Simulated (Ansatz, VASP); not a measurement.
TaAl2N3: VASP beside Ansatz

Contents of INCAR:

```
PREC = Accurate
ENCUT = 600
EDIFF = 1E-6
ISMEAR = 0
SIGMA = 0.1
LREAL = F
LASPH = T
NELM = 120
ALGO = Normal
ISIF = 2
LWAVE = F
LCHARG = F
GGA = PE
NBANDS = 25
GGA_COMPAT = F
```

File KPOINTS:

```
Automatic mesh
0
Gamma
  6 6 6
```

Contents of POSCAR:

```
TaAl2N3
1.0
    5.4592286200      0.0000000000      0.0000000000
   -2.7296143100      4.7278306700      0.0000000000
    0.0000000000      0.0000000000      3.0550615100
Ta Al N
1 2 3
Direct
    0.0000000000      0.0000000000      0.0000000000
    0.3333333300      0.6666666700      0.5000000000
    0.6666666700      0.3333333300      0.5000000000
    0.3923921600      0.0000000000      0.0000000000
    0.6076078400      0.6076078400      0.0000000000
    0.0000000000      0.3923921600      0.0000000000
```

Input for Ansatz:

```yaml
crystal:
  lattice:
    - [5.45922862, 0.0, 0.0]
    - [-2.72961431, 4.72783067, 0.0]
    - [0.0, 0.0, 3.05506151]
  atoms:
    - { symbol: Ta, position: [0.0, 0.0, 0.0] }
    - { symbol: Al, position: [0.33333333, 0.66666667, 0.5] }
    - { symbol: Al, position: [0.66666667, 0.33333333, 0.5] }
    - { symbol: "N", position: [0.39239216, 0.0, 0.0] }
    - { symbol: "N", position: [0.60760784, 0.60760784, 0.0] }
    - { symbol: "N", position: [0.0, 0.39239216, 0.0] }
basis:
  ecutwfc: 420
kpoints:
  mp_grid: { grid: [6, 6, 6] }
hamiltonian:
  xc: pbe
scf:
  occupations: { method: gaussian, width: 0.1 }
  lower_state_search: "off"
output:
  forces: true
  stress: true
  eigenvalues: true
```

Alike in both runs: task single point; functional PBE; k mesh 6 × 6 × 6; occupations gaussian, width 0.1 eV; no spin polarisation.

```csv
,VASP,Ansatz
version,VASP 6.6.1,Ansatz 0.2.0
potentials or method,"VASP PAW PBE potentials, release 64 (Ta_pv, Al, N), cutoff 600 eV","scalar-relativistic, plane waves, PAW"
valence electrons in the cell,32,34
```

```csv
,VASP,Ansatz,Ansatz less VASP
gap on the k mesh at the Fermi level (eV),none,none,-
rms of the force components (eV/Å),0.683,0.692,+0.0091
```

Atom by atom the forces differ by 0.009 eV/Å (rms over components). A gap of «none» marks a metal or a gap that the smearing closes. The functional is the same, so the differences come from potentials, cutoffs and numerics. VASP's potentials hold 32 valence electrons a cell and Ansatz's 34, so a difference there can come from the potentials and not from the codes.

Spin-orbit coupling is off throughout.
